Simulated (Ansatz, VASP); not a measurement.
**Two plane-wave programs on LiTa2O5**

The input INCAR:

```
PREC     = Accurate       # precision mode
ENCUT    = 520            # plane-wave cutoff, eV
EDIFF    = 1E-6           # SCF threshold, eV
ISMEAR   = 0              # smearing method
SIGMA    = 0.1            # smearing width, eV
LREAL    = False          # projectors in reciprocal space
LASPH    = True           # aspherical terms in the spheres
NELM     = 150            # most SCF steps
ALGO     = Normal         # electronic algorithm
ISIF     = 2              # what is computed and relaxed
LWAVE    = False          # write WAVECAR
LCHARG   = False          # write CHGCAR
ISPIN    = 2              # spin polarisation
MAGMOM   = 0 1 1 0 0 0 0 0 # initial moments
LORBIT   = 11             # projections on sites
LMAXMIX  = 4              # l up to which the mixer works
GGA      = PE             # functional
NBANDS   = 42             # bands
```

KPOINTS

```
Automatic mesh
0
Gamma
  3 3 4
```

The input POSCAR:

```
LiTa2O5
1.0
    7.6630790600      0.0000000000      0.0000000000
   -3.8315395300      6.6364211400      0.0000000000
    0.0000000000      0.0000000000      4.4279018100
Li Ta O
1 2 5
Direct
    0.0000000000      0.0000000000      0.0000000000
    0.3333333300      0.6666666700      0.5000000000
    0.6666666700      0.3333333300      0.5000000000
    0.3333333300      0.6666666700      0.0000000000
    0.0000000000      0.4543264500      0.5000000000
    0.5456735500      0.5456735500      0.5000000000
    0.4543264500      0.0000000000      0.5000000000
    0.6666666700      0.3333333300      0.0000000000
```

Input for Ansatz:

```yaml
crystal:
  lattice:
    - [7.66307906, 0.0, 0.0]
    - [-3.83153953, 6.63642114, 0.0]
    - [0.0, 0.0, 4.42790181]
  atoms:
    - { symbol: Li, position: [0.0, 0.0, 0.0] }
    - { symbol: Ta, position: [0.33333333, 0.66666667, 0.5], spin: 1.0 }
    - { symbol: Ta, position: [0.66666667, 0.33333333, 0.5], spin: 1.0 }
    - { symbol: O, position: [0.33333333, 0.66666667, 0.0] }
    - { symbol: O, position: [0.0, 0.45432645, 0.5] }
    - { symbol: O, position: [0.54567355, 0.54567355, 0.5] }
    - { symbol: O, position: [0.45432645, 0.0, 0.5] }
    - { symbol: O, position: [0.66666667, 0.33333333, 0.0] }
basis:
  ecutwfc: 420
kpoints:
  mp_grid: { grid: [3, 3, 4] }
hamiltonian:
  xc: pbe
scf:
  occupations: { method: gaussian, width: 0.1 }
  lower_state_search: "off"
output:
  forces: true
  stress: true
  eigenvalues: true
  populations: true
magnetization:
  spin_polarized: true
```

Alike in both runs: task single point; functional PBE; k mesh 3 × 3 × 4; occupations gaussian, width 0.1 eV; collinear spin.

|  | VASP | Ansatz |
| --- | --- | --- |
| version | VASP 6.6.1 | Ansatz 0.2.0 |
| potentials or method | VASP PAW PBE potentials, release 64 (Li_sv, Ta_pv, O), cutoff 520 eV | scalar-relativistic, plane waves, PAW |
| valence electrons in the cell | 55 | 59 |

Ansatz gave:

| Property | Result |
| --- | --- |
| gap on the k mesh at the Fermi level (eV) | none |
| rms of the force components (eV/Å) | 0.373 |
| net moment per atom (μB) | 0.04 |
| size of the moment on the site where the two differ most (μB) | 0.12 |

**Question.** Estimate VASP's values.

**Answer.** gap on the k mesh at the Fermi level (eV): none; rms of the force components (eV/Å): 0.369; net moment per atom (μB): 0.04; size of the moment on the site where the two differ most (μB): 0.01.

Site moments also hang on the region over which each program counts them. Atom by atom the forces differ by 0.004 eV/Å (rms over components). A gap of «none» marks a metal or a gap that the smearing closes. With one functional, cell and mesh, what is left measures potentials, basis and numerics. VASP's potentials hold 55 valence electrons a cell and Ansatz's 59, so a difference there can come from the potentials and not from the codes.

Neither program's run includes spin-orbit coupling. Noted on VASP's run: the cutoff is short for stress, so the pressure is rough.
